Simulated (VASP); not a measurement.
Input of a VASP 6.6.1 run:

The input INCAR:

```
PREC = Accurate
ENCUT = 520
EDIFF = 1E-7
ISMEAR = 0
SIGMA = 0.1
LREAL = False
LASPH = True
NELM = 100
ALGO = Normal
ISIF = 2
LWAVE = False
LCHARG = True
GGA = PE
LELF = True
LVHAR = True
NBANDS = 36
```

File KPOINTS:

```
regular mesh
0
Gamma
  14 14 8
```

The input POSCAR:

```
Ge
1.0
    1.8444740757     -3.6763502715      0.0000000000
    1.8444740757      3.6763502715      0.0000000000
    0.0000000000      0.0000000000      6.3913879877
Ge
4
Direct
    0.1523584987      0.8476415013      0.4062239397
    0.3476415013      0.6523584987      0.9062239397
    0.8476415013      0.1523584987      0.5937760603
    0.6523584987      0.3476415013      0.0937760603
```

Potentials or basis: VASP PAW PBE potentials, release 64 (Ge_d).

Run with:

```sh
$ cat potpaw_PBE.64/Ge_d/POTCAR > POTCAR
$ mpirun -np 1 vasp_std > vasp.out
```

**Question.** Predict the largest force.

**Answer.** 0.004 eV/Å.

**Question.** Predict the band gap on the k mesh.

**Answer.** Zero (band 28 reaches 6.46 eV, above the bottom of band 29 at 3.15 eV).

**Question.** Predict the pressure.

**Answer.** 0.0 GPa.

Forces on the atoms (eV/Å):
```
Ge   0.000  0.000  0.004
Ge   0.000  0.000  0.004
Ge   0.000  0.000 -0.004
Ge   0.000  0.000 -0.004
```
